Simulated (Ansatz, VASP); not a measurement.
PbSe in VASP and in Ansatz

File INCAR:

```
SYSTEM = PbSe
PREC = Accurate ; ENCUT = 520
EDIFF = 1E-6 ; ISMEAR = 0
SIGMA = 0.05 ; LREAL = .False.
LASPH = .True. ; NELM = 100
ALGO = Normal ; ISIF = 2
LWAVE = .False. ; LCHARG = .False.
GGA = PE ; IVDW = 12
NBANDS = 28
```

The input KPOINTS:

```
regular mesh
0
Gamma
  8 8 6
  0 0 0
```

File POSCAR:

```
PbSe
1.0
    2.1548765900     -6.1339473500      0.0613394735
    2.1548765900      6.1339473500     -0.0613394735
    0.0000000000     -0.0445049357      4.4504935700
Pb Se
2 2
Direct
    0.6317607300      0.3682392700      0.7500000000
    0.3682392700      0.6317607300      0.2500000000
    0.8612899600      0.1387100400      0.7500000000
    0.1387100400      0.8612899600      0.2500000000
```

Input for Ansatz:

```yaml
crystal:
  lattice:
    - [2.15487659, -6.13394735, 0.0613394735]
    - [2.15487659, 6.13394735, -0.0613394735]
    - [0.0, -0.0445049357, 4.45049357]
  atoms:
    - { symbol: Pb, position: [0.63176073, 0.36823927, 0.75] }
    - { symbol: Pb, position: [0.36823927, 0.63176073, 0.25] }
    - { symbol: Se, position: [0.86128996, 0.13871004, 0.75] }
    - { symbol: Se, position: [0.13871004, 0.86128996, 0.25] }
basis:
  ecutwfc: 420
kpoints:
  mp_grid: { grid: [8, 8, 6] }
hamiltonian:
  xc: pbe
  dispersion: d3bj
scf:
  occupations: { method: gaussian, width: 0.05 }
output:
  forces: true
  stress: true
  eigenvalues: true
```

Change from the starting cell: strain -0.0200 x Voigt [0, 0, 0, 1, 0, 0], atoms carried along.

Alike in both runs: task single point; functional PBE; dispersion D3(BJ); k mesh 8 × 8 × 6; occupations gaussian, width 0.05 eV; no spin polarisation.

|  | VASP | Ansatz |
| --- | --- | --- |
| version | VASP 6.6.1 | Ansatz 0.2.0 |
| potentials or method | VASP PAW PBE potentials, release 64 (Pb_d, Se), cutoff 520 eV | scalar-relativistic, plane waves, PAW |
| valence electrons in the cell | 40 | 60 |

Ansatz gave:

- gap on the k mesh at the Fermi level (eV): 1.09
- least direct gap on the mesh (eV): 1.19
- pressure (GPa): -0.9
- traceless stress, the component that is largest in VASP (GPa): 0.33
- rms of the force components (eV/Å): 0.066

**Question.** Which values does VASP return?

**Answer.** gap on the k mesh at the Fermi level (eV): 1.08; least direct gap on the mesh (eV): 1.19; pressure (GPa): -0.9; traceless stress, the component that is largest in VASP (GPa): 0.33; rms of the force components (eV/Å): 0.070.

Atom by atom the forces differ by 0.004 eV/Å (rms over components). VASP's potentials hold 40 valence electrons a cell and Ansatz's 60, so a difference there can come from the potentials and not from the codes.

Neither program's run includes spin-orbit coupling.
